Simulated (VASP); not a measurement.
The system is TaN.

```
CELL_PARAMETERS angstrom
5.19100 0.00000 0.00000
-2.59550 4.49554 0.00000
0.00000 0.00000 2.90800
ATOMIC_POSITIONS crystal
Ta 0.00000 0.00000 0.00000
Ta 0.33333 0.66667 0.50000
Ta 0.66667 0.33333 0.50000
N 0.50000 0.00000 0.00000
N 0.50000 0.50000 0.00000
N 0.00000 0.50000 0.00000
```

| Property | Result |
| --- | --- |
| Program | VASP 6.6.1 |
| Task | relaxation of cell and atoms |
| Functional | PBEsol |
| Dispersion | D3(BJ) |
| Potentials or basis | VASP PAW PBE potentials, release 64 (Ta_pv, N) |
| Cutoff | 600 eV |
| k mesh | 5 × 5 × 7 |
| Occupations | fermi-dirac, width 0.1 eV |
| Spin | no spin polarisation |

At the start: pressure -4.5 GPa; volume 11.31 Å³/atom.

Q: How do energy, volume and symmetry change on relaxing?

A: Over 3 steps the energy falls by 2.2 meV/atom and the volume is 11.17 Å³/atom (-1.3 %); space group P6/mmm (No. 191, to 0.1 Å) before and after.

The path:
```csv
step,energy change (eV),largest force (eV/Å),pressure (GPa),volume (Å³)
1,0.0000,0.0000,-4.45,67.86
2,0.0774,0.0000,12.64,64.82
3,-0.0133,0.0000,-0.07,67.01
```

Final structure:
```
Ta N
1.0
     5.17357    0.00000    0.00000
    -2.58679    4.48045    0.00000
     0.00000    0.00000    2.89072
Ta N
3 3
Cartesian
  0.0000 0.0000 0.0000
  0.0000 2.9870 1.4454
  2.5868 1.4935 1.4454
  2.5868 0.0000 0.0000
  1.2934 2.2402 0.0000
  -1.2934 2.2402 0.0000
```

Caveat: the PAW data sets were made with another functional, which shifts forces and pressure a little.
